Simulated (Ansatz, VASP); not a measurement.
# One calculation of LiF, two programs

```
Li F
1.0
     0.00000    2.04171    2.04171
     2.04171    0.00000    2.04171
     2.04171    2.04171    0.00000
Li F
1 1
Direct
  0.00000 0.00000 0.00000
  0.50000 0.50000 0.50000
```

Alike in both runs: task single point; functional PBE; k mesh 8 × 8 × 8; occupations gaussian, width 0.1 eV; no spin polarisation.

|  | VASP | Ansatz |
| --- | --- | --- |
| version | VASP 6.6.1 | Ansatz 0.2.0 |
| potentials or method | VASP PAW PBE potentials, release 64 (Li_sv, F), cutoff 750 eV | scalar-relativistic, plane waves, PAW |
| valence electrons in the cell | 10 | 10 |

|  | VASP | Ansatz | Ansatz less VASP |
| --- | --- | --- | --- |
| gap on the k mesh at the Fermi level (eV) | 8.72 | 8.73 | +0.012 |
| least direct gap on the mesh (eV) | 8.72 | 8.73 | +0.012 |
| pressure (GPa) | -1.5 | -0.7 | +0.70 |

With one functional, cell and mesh, what is left measures potentials, basis and numerics.
